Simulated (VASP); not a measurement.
# MgH2 (P4_2/mnm) in VASP: single point with r2SCAN

Aim: the single point of MgH2 with r2SCAN.

Everything below comes from runs of VASP 6.6.1. Logs are shortened: lines on timing, memory, paths and dates and some standing lists are left out, and cuts for length are marked.

## 1. The cell of the first run

The structure is tetragonal, space group P4_2/mnm (No. 136). The conventional cell has a = 4.485 Å, b = 4.485 Å, c = 2.996 Å, α = 90.00°, β = 90.00°, γ = 90.00°. Mg (site symmetry mmm) has 6 H at 1.93 to 1.94 Å within 2.6 Å. Within 2.6 Å of H (site symmetry m2m) lie 3 Mg at 1.93 to 1.94 Å and 1 H at 2.48 Å.

## 2. Single point, r2SCAN

POSCAR

```
MgH2
1.0
    4.4849453673      0.0000000000      0.0000000000
    0.0000000000      4.4849453673      0.0000000000
    0.0000000000      0.0000000000      2.9964064390
Mg H
2 4
Direct
    0.0000000000      0.0000000000      0.0000000000
    0.5000000000      0.5000000000      0.5000000000
    0.3046827769      0.3046827769      0.0000000000
    0.1953172231      0.8046827769      0.5000000000
    0.6953172231      0.6953172231      0.0000000000
    0.8046827769      0.1953172231      0.5000000000
```

INCAR.step1

```
SYSTEM = MgH2
PREC     = Accurate       ! precision mode
ENCUT    = 520            ! plane-wave cutoff, eV
ISMEAR   = 0              ! smearing method
SIGMA    = 0.02           ! smearing width, eV
LREAL    = .FALSE.        ! projectors in reciprocal space
LASPH    = .TRUE.         ! aspherical terms in the spheres
NELM     = 100            ! most SCF steps
NBANDS   = 13             ! bands
GGA      = PE             ! functional
ALGO     = Normal         ! electronic algorithm
EDIFF    = 1E-4           ! SCF threshold, eV
LWAVE    = .TRUE.         ! write WAVECAR
LCHARG   = .FALSE.        ! write CHGCAR
```

INCAR.step2

```
SYSTEM = MgH2
PREC     = Accurate       ! precision mode
ENCUT    = 520            ! plane-wave cutoff, eV
EDIFF    = 1E-6           ! SCF threshold, eV
ISMEAR   = 0              ! smearing method
SIGMA    = 0.02           ! smearing width, eV
LREAL    = .FALSE.        ! projectors in reciprocal space
LASPH    = .TRUE.         ! aspherical terms in the spheres
NELM     = 100            ! most SCF steps
ALGO     = Normal         ! electronic algorithm
ISIF     = 2              ! what is computed and relaxed
LWAVE    = .FALSE.        ! write WAVECAR
LCHARG   = .FALSE.        ! write CHGCAR
METAGGA  = R2SCAN         ! meta-GGA
LMIXTAU  = .TRUE.       
NBANDS   = 13             ! bands
ISTART   = 1
```

KPOINTS

```
regular mesh
0
G
  6 6 8
  0 0 0
```

Potentials or basis: VASP PAW PBE potentials, release 64 (Mg, H).

Launch:

```bash
$ cat potpaw_PBE.64/Mg/POTCAR potpaw_PBE.64/H/POTCAR > POTCAR
$ cp INCAR.step1 INCAR
$ mpirun -np 1 vasp_std > vasp.out
$ cp INCAR.step2 INCAR
$ mpirun -np 1 vasp_std > vasp.out
```

OUTCAR:

```text
SYSTEM = MgH2
   PREC = Accurate
   ENCUT = 520
   EDIFF = 1E-6
   ISMEAR = 0
   LREAL = .FALSE.
   LASPH = .TRUE.
   NELM = 100
   ISIF = 2
   METAGGA = R2SCAN
   ISTART = 1

 ion  position               nearest neighbor table
   1  0.000  0.000  0.000-   3 1.93   5 1.93   4 1.94   6 1.94   4 1.94   6 1.94   2 3.51   2 3.51
                             2 3.51   2 3.51   2 3.51   2 3.51   2 3.51   2 3.51
   2  0.500  0.500  0.500-   4 1.93   6 1.93   5 1.94   3 1.94   3 1.94   5 1.94   1 3.51   1 3.51
                             1 3.51   1 3.51   1 3.51   1 3.51   1 3.51   1 3.51
   3  0.305  0.305  0.000-   1 1.93   2 1.94   2 1.94
   4  0.195  0.805  0.500-   2 1.93   1 1.94   1 1.94
   5  0.695  0.695  0.000-   1 1.93   2 1.94   2 1.94
   6  0.805  0.195  0.500-   2 1.93   1 1.94   1 1.94

  LATTYP: Found a simple tetragonal cell.
 ALAT       =     4.4849453673
 C/A-ratio  =     0.6681032195

  Lattice vectors:

 A1 = (   4.4849453673,   0.0000000000,   0.0000000000)
 A2 = (   0.0000000000,   4.4849453673,   0.0000000000)
 A3 = (   0.0000000000,   0.0000000000,   2.9964064390)

Analysis of symmetry for initial positions (statically):
=====================================================================
 Subroutine PRICEL returns:
 Original cell was already a primitive cell.

 Routine SETGRP: Setting up the symmetry group for a
 simple tetragonal supercell.

 Subroutine GETGRP returns: Found 16 space group operations
 (whereof  8 operations were pure point group operations)
 out of a pool of 16 trial point group operations.

The static configuration has the point symmetry D_2h.
 The point group associated with its full space group is D_4h.

Analysis of symmetry for dynamics (positions and initial velocities):
=====================================================================
 Subroutine PRICEL returns:
 Original cell was already a primitive cell.

 Routine SETGRP: Setting up the symmetry group for a
 simple tetragonal supercell.

 Subroutine GETGRP returns: Found 16 space group operations
 (whereof  8 operations were pure point group operations)
 out of a pool of 16 trial point group operations.

The dynamic configuration has the point symmetry D_2h.
 The point group associated with its full space group is D_4h.

 Subroutine INISYM returns: Found 16 space group operations
 (whereof  8 operations are pure point group operations),
 and found     1 'primitive' translations

----------------------------------------------------------------------------------------

                                     Primitive cell

  volume of cell :      60.2719

  direct lattice vectors                    reciprocal lattice vectors
     4.484945367  0.000000000  0.000000000     0.222968156  0.000000000  0.000000000
     0.000000000  4.484945367  0.000000000     0.000000000  0.222968156  0.000000000
     0.000000000  0.000000000  2.996406439     0.000000000  0.000000000  0.333733097

  length of vectors
     4.484945367  4.484945367  2.996406439     0.222968156  0.222968156  0.333733097

  position of ions in fractional coordinates (direct lattice)
     0.000000000  0.000000000  0.000000000
     0.500000000  0.500000000  0.500000000
     0.304682777  0.304682777  0.000000000
     0.195317223  0.804682777  0.500000000
     0.695317223  0.695317223  0.000000000
     0.804682777  0.195317223  0.500000000

  ion indices of the primitive-cell ions
   primitive index   ion index
                 1           1
                 2           2
                 3           3
                 4           4
                 5           5
                 6           6

----------------------------------------------------------------------------------------

 KPOINTS: regular mesh

Automatic generation of k-mesh.
 Grid dimensions read from file:
 generate k-points for:    6    6    8

 Generating k-lattice:

  Cartesian coordinates                     Fractional coordinates (reciprocal lattice)
     0.037161359  0.000000000  0.000000000     0.166666667  0.000000000  0.000000000
     0.000000000  0.037161359  0.000000000     0.000000000  0.166666667  0.000000000
     0.000000000  0.000000000  0.041716637     0.000000000  0.000000000  0.125000000

  Length of vectors
     0.037161359  0.037161359  0.041716637

  Shift w.r.t. Gamma in fractional coordinates (k-lattice)
     0.000000000  0.000000000  0.000000000

 Subroutine IBZKPT returns following result:
 ===========================================

 Found     50 irreducible k-points:

 Following reciprocal coordinates:
            Coordinates               Weight
  0.000000  0.000000  0.000000      1.000000
  0.166667  0.000000  0.000000      4.000000
  0.333333  0.000000  0.000000      4.000000
  0.500000  0.000000  0.000000      2.000000
  0.166667  0.166667  0.000000      4.000000
  0.333333  0.166667  0.000000      8.000000
[... 16 lines left out ...]
  0.333333  0.000000  0.250000      8.000000
  0.500000  0.000000  0.250000      4.000000
 [... further k-points ...]
   k-points           NKPTS =     50   k-points in BZ     NKDIM =     50   number of bands    NBANDS=     13
   number of dos      NEDOS =    301   number of ions     NIONS =      6
   total plane-waves  NPLWV =  31104
   dimension x,y,z NGX =    36 NGY =   36 NGZ =   24
   dimension x,y,z NGXF=    72 NGYF=   72 NGZF=   48
   ions per type =               2   4
   NGX,Y,Z   is equivalent  to a cutoff of  13.34, 13.34, 13.32 a.u.
   NGXF,Y,Z  is equivalent  to a cutoff of  26.69, 26.69, 26.63 a.u.
 SYSTEM =  MgH2
   PREC   = accura    normal or accurate (medium, high low for compatibility)
   ISTART =      1    job   : 0-new  1-cont  2-samecut
   ICHARG =      0    charge: 1-file 2-atom 10-const
   ISPIN  =      1    spin polarized calculation?
   LNONCOLLINEAR =      F non collinear calculations
   LSORBIT =      F    spin-orbit coupling
   LASPH  =      T    aspherical Exc in radial PAW
   ENCUT  =  520.0 eV  38.22 Ry    6.18 a.u.   8.34  8.34  5.57*2*pi/ulx,y,z
   NELM   =    100;   NELMIN=  2; NELMDL=  0     # of ELM steps
   EDIFF  = 0.1E-05   stopping-criterion for ELM
   LREAL  =      F    real-space projection
   EDIFFG = 0.1E-04   stopping-criterion for IOM
   NSW    =      0    number of steps for IOM
   IBRION =     -1    ionic relax: 0-MD 1-quasi-New 2-CG
   NFREE  =      0    steps in history (QN), initial steepest desc. (CG)
   ISIF   =      2    stress and relaxation
   ISYM   =      2    0-nonsym 1-usesym 2-fastsym
   POTIM  = 0.5000    time-step for ionic-motion
   TEBEG  =    0.0;   TEEND  =   0.0 temperature during run
   PSTRESS=    0.0 pullay stress
   NELECT =       8.0000    total number of electrons
   NUPDOWN=      -1.0000    fix difference up-down
   EMIN   =  10.00;   EMAX   =-10.00  energy-range for DOS
   EFERMI =   0.00;   METHOD = LEGACY
   ISMEAR =     0;   SIGMA  =   0.02  broadening in eV -4-tet -1-fermi 0-gaus
   EFERMI_NEDOS =   21; number of points for ismear=-14 and -15
   IALGO  =     38    algorithm
   IMIX   =      4    mixing-type and parameters
     AMIX     =   0.40;   BMIX     =  1.00
     AMIX_MAG =   1.60;   BMIX_MAG =  1.00
  volume/ion in A,a.u.               =      10.05        67.79
  Fermi-wavevector in a.u.,A,eV,Ry     =   0.835090  1.578091  9.488361  0.697375
  Thomas-Fermi vector in A             =   1.948590
   LORBIT       =      0    0 simple, 1 ext, 2 COOP (PROOUT), +10 PAW based schemes
   METAGGA = R2SCAN    functional components
   LHFCALC =     F    Hartree Fock is set to
   AEXX    =    0.0000 exact exchange contribution
   IVDW    =     0    specifies the selected vdW correction
   LEPSILON=     F    determine dielectric tensor
   LRPA    =     F    only Hartree local field effects (RPA)
 non-spin polarized calculation
 Gauss-broadening in eV      SIGMA  =   0.02
  energy-cutoff  :      520.00
  volume of cell :       60.27
 maximum number of plane-waves:      1648
 NGX is ok and might be reduce to    36
   NGX = 17   NGY = 17   NGZ = 11

 number of electron       8.0000002 magnetization

 Free energy of the ion-electron system (eV)
  ---------------------------------------------------
  ext. energy  EPLUGINS =         0.00000000
  ---------------------------------------------------
  free energy    TOTEN  =       -23.72664921 eV

  energy without entropy =      -23.72664921  energy(sigma->0) =      -23.72664921

 E-fermi :  -0.7457     XC(G=0):  -8.7399

 val. band max:       -0.8382174955   @ k =   0.1667   0.1667   0.0000
 cond. band min:       3.6232705817   @ k =   0.3333   0.3333   0.5000
 fundamental gap:      4.4614880772
 Fermi energy:        -0.7456665420

 k-point     1 :       0.0000    0.0000    0.0000
  band No.  band energies     occupation
      1      -7.4303      2.00000
      2      -2.3075      2.00000
      3      -2.3075      2.00000
      4      -1.2326      2.00000
      5       4.4163      0.00000
      6       4.8950      0.00000
      7       9.1402      0.00000
      8       9.1402      0.00000
      9      11.0109      0.00000
     10      11.2924      0.00000
     11      12.5894      0.00000
     12      15.5673      0.00000
     13      15.5673      0.00000

 k-point     2 :       0.1667    0.0000    0.0000
  band No.  band energies     occupation
      1      -7.2386      2.00000
      2      -3.1898      2.00000
      3      -2.1822      2.00000
      4      -0.9148      2.00000
      5       4.5605      0.00000
      6       5.3892      0.00000
      7       7.8561      0.00000
      8       9.6644      0.00000
      9      11.4726      0.00000
     10      12.4810      0.00000
     11      13.1104      0.00000
     12      14.7825      0.00000
     13      15.5370      0.00000

 k-point     3 :       0.3333    0.0000    0.0000
  band No.  band energies     occupation
      1      -6.6704      2.00000
      2      -4.5396      2.00000
      3      -1.8318      2.00000
      4      -0.9419      2.00000
      5       4.5804      0.00000
      6       6.2979      0.00000
      7       7.3928      0.00000
      8      10.7573      0.00000
      9      12.0112      0.00000
     10      12.7546      0.00000
     11      13.3670      0.00000
     12      14.1066      0.00000
     13      14.6346      0.00000
[... 305 lines left out ...]
 k-point    23 :       0.3333    0.0000    0.2500
  band No.  band energies     occupation
      1      -5.7474      2.00000
      2      -3.7603      2.00000
      3      -1.4118      2.00000
      4      -1.0451      2.00000
      5       5.5382      0.00000
      6       6.3806      0.00000
      7       6.4380      0.00000
      8       7.7111      0.00000
      9       8.5842      0.00000
     10      10.5599      0.00000
     11      10.9401      0.00000
     12      13.2618      0.00000
     13      14.0952      0.00000

 k-point    24 :       0.5000    0.0000    0.2500
  band No.  band energies     occupation
      1      -4.8783      2.00000
      2      -4.8783      2.00000
      3      -1.1649      2.00000
      4      -1.1649      2.00000
      5       5.6514      0.00000
      6       5.6514      0.00000
      7       7.3100      0.00000
      8       7.3100      0.00000
      9       9.2422      0.00000
     10       9.2422      0.00000
     11      13.0191      0.00000
     12      13.0191      0.00000
     13      14.7112      0.00000

 [... further k-points ...]
[... 5 lines left out ...]
  --------------------------------------------------------------------------------------
  -------------------------------------------------------------------------------------
  Total       -0.1488246     -0.1488246     -0.1911489     -0.0000000      0.0000000      0.0000000
  in kB       -3.9561276     -3.9561276     -5.0812124     -0.0000000      0.0000000      0.0000000
  external PRESSURE =      -4.3311559 kB  Pullay stress =       0.0000000 kB

 VOLUME and BASIS-vectors are now :
 -----------------------------------------------------------------------------
  energy-cutoff  :      520.00
  volume of cell :       60.27
      direct lattice vectors                 reciprocal lattice vectors
     4.484945367  0.000000000  0.000000000     0.222968156  0.000000000  0.000000000
     0.000000000  4.484945367  0.000000000     0.000000000  0.222968156  0.000000000
     0.000000000  0.000000000  2.996406439     0.000000000  0.000000000  0.333733097

 POSITION                                       TOTAL-FORCE (eV/Angst)
 -----------------------------------------------------------------------------------
      0.00000      0.00000      0.00000        -0.000000      0.000000      0.000000
      2.24247      2.24247      1.49820        -0.000000      0.000000      0.000000
      1.36649      1.36649      0.00000         0.000480      0.000480     -0.000000
      0.87599      3.60896      1.49820        -0.000480      0.000480     -0.000000
      3.11846      3.11846      0.00000        -0.000480     -0.000480      0.000000
      3.60896      0.87599      1.49820         0.000480     -0.000480      0.000000
 -----------------------------------------------------------------------------------
    total drift:                                0.000000     -0.000000     -0.000000

  FREE ENERGIE OF THE ION-ELECTRON SYSTEM (eV)
  ---------------------------------------------------
  free  energy   TOTEN  =       -23.7266492118 eV

  energy  without entropy=      -23.7266492118  energy(sigma->0) =      -23.72664921
```

Wall time 51 s (1 thread of Intel Xeon 6975P-C (Granite Rapids), shared host); peak memory 0.19 GiB.

What came out:

* Free energy: -23.7266 eV
* Pressure: -0.4 GPa
* Band gap on the k mesh: 4.46 eV, indirect (least direct gap 5.25 eV)

Stress tensor (GPa, compression positive):
```
-0.40  0.00  0.00
 0.00 -0.40  0.00
 0.00  0.00 -0.51
```

Caveat: the PAW data sets were made with another functional, which shifts forces and pressure a little. r2SCAN opens gaps a little over a GGA but as a rule still falls short of measured ones.
